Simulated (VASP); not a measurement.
Input of a VASP 6.6.1 run:

POSCAR

```
SiC
1.0
    0.0000000000      2.1643753983      2.1643753983
    2.1643753983      0.0000000000      2.1643753983
    2.1643753983      2.1643753983      0.0000000000
Si C
1 1
Direct
    0.0000000000      0.0000000000      0.0000000000
    0.7500000000      0.7500000000      0.7500000000
```

Contents of INCAR.step1:

```
PREC     = Accurate       # precision mode
ENCUT    = 660            # plane-wave cutoff, eV
ISMEAR   = -1             # smearing method
SIGMA    = 0.05           # smearing width, eV
LREAL    = False          # projectors in reciprocal space
LASPH    = True           # aspherical terms in the spheres
NELM     = 120            # most SCF steps
NBANDS   = 11             # bands
GGA      = PE             # functional
ALGO     = Normal         # electronic algorithm
EDIFF    = 1E-5           # SCF threshold, eV
LWAVE    = True           # write WAVECAR
LCHARG   = False          # write CHGCAR
GGA_COMPAT= False
```

INCAR.step2

```
PREC     = Accurate       # precision mode
ENCUT    = 660            # plane-wave cutoff, eV
EDIFF    = 1E-6           # SCF threshold, eV
ISMEAR   = -1             # smearing method
SIGMA    = 0.05           # smearing width, eV
LREAL    = False          # projectors in reciprocal space
LASPH    = True           # aspherical terms in the spheres
NELM     = 120            # most SCF steps
ALGO     = Normal         # electronic algorithm
ISIF     = 2              # what is computed and relaxed
LWAVE    = False          # write WAVECAR
LCHARG   = False          # write CHGCAR
METAGGA  = R2SCAN         # meta-GGA
LMIXTAU  = True         
IVDW     = 12             # dispersion correction
VDW_S6   = 1.0          
VDW_S8   = 0.78981345   
VDW_A1   = 0.49484001   
VDW_A2   = 5.73083694   
NBANDS   = 11             # bands
ISTART   = 1            
GGA_COMPAT= False
```

File KPOINTS:

```
Automatic mesh
0
Gamma
  10 10 10
```

Potentials or basis: VASP PAW PBE potentials, release 64 (Si, C).

Launch:

```sh
$ cat potpaw_PBE.64/Si/POTCAR potpaw_PBE.64/C/POTCAR > POTCAR
$ cp INCAR.step1 INCAR
$ mpirun -np 1 vasp_std > vasp.out
$ cp INCAR.step2 INCAR
$ mpirun -np 1 vasp_std > vasp.out
```

Task: What does it give for the band gap on the k mesh?

Result: 1.71 eV (least direct gap 5.09 eV).

Task: Predict the pressure.

Result: 1.8 GPa.

Task: Predict the dispersion energy per atom.

Result: -0.144 eV.

Caveat: the PAW data sets were made with another functional, which shifts forces and pressure a little. A k mesh can miss the band edges.
